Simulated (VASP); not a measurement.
Input of a VASP 6.6.1 run:

File INCAR:

```
PREC     = Accurate       # precision mode
ENCUT    = 600            # plane-wave cutoff, eV
EDIFF    = 1E-6           # SCF threshold, eV
ISMEAR   = -1             # smearing method
SIGMA    = 0.05           # smearing width, eV
LREAL    = False          # projectors in reciprocal space
LASPH    = True           # aspherical terms in the spheres
NELM     = 120            # most SCF steps
ALGO     = Normal         # electronic algorithm
ISIF     = 2              # what is computed and relaxed
LWAVE    = False          # write WAVECAR
LCHARG   = False          # write CHGCAR
GGA      = PS             # functional
IVDW     = 12             # dispersion correction
NBANDS   = 12             # bands
GGA_COMPAT= False
```

KPOINTS

```
regular mesh
0
Gamma
  13 13 13
```

POSCAR

```
Cu
1.0
    0.0000000000      1.8194705475      1.8194705475
    1.8194705475      0.0000000000      1.8194705475
    1.8194705475      1.8194705475      0.0000000000
Cu
1
Direct
    0.0000000000      0.0000000000      0.0000000000
```

Potentials or basis: VASP PAW PBE potentials, release 64 (Cu).

Run with:

```sh
$ cat potpaw_PBE.64/Cu/POTCAR > POTCAR
$ mpirun -np 1 vasp_std > vasp.out
```

(1) Predict the dispersion energy per atom.

(2) What does it give for the pressure?

## Answers

(1) -0.514 eV.

(2) -15.3 GPa.

Caveat: the PAW data sets were made with another functional, which shifts forces and pressure a little; pairwise dispersion overbinds metals, which lowers pressure and volume.
